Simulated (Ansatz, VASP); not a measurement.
## BAs in VASP and in Ansatz

```
B As
1.0
     1.85768   -3.53458    0.00000
     1.85768    3.53458    0.00000
     0.00000    0.00000    7.09507
B As
2 2
Direct
  0.00000 0.50000 0.00000
  0.50000 0.00000 0.00000
  0.25000 0.75000 0.24148
  0.75000 0.25000 0.75852
```

Alike in both runs: task single point; functional PBE; k mesh 14 × 14 × 8; occupations gaussian, width 0.1 eV; no spin polarisation.

|  | VASP | Ansatz |
| --- | --- | --- |
| version | VASP 6.6.1 | Ansatz 0.2.0 |
| potentials or method | VASP PAW PBE potentials, release 64 (B, As_d), cutoff 560 eV | scalar-relativistic, plane waves, PAW |
| valence electrons in the cell | 36 | 36 |

|  | VASP | Ansatz | Ansatz less VASP |
| --- | --- | --- | --- |
| gap on the k mesh at the Fermi level (eV) | none | none | - |
| pressure (GPa) | -0.1 | 0.0 | +0.13 |
| traceless stress, the component that is largest in VASP (GPa) | -0.18 | -0.03 | +0.147 |
| rms of the force components (eV/Å) | 0.021 | 0.003 | -0.0172 |

Atom by atom the forces differ by 0.017 eV/Å (rms over components). A gap of «none» marks a metal or a gap that the smearing closes.
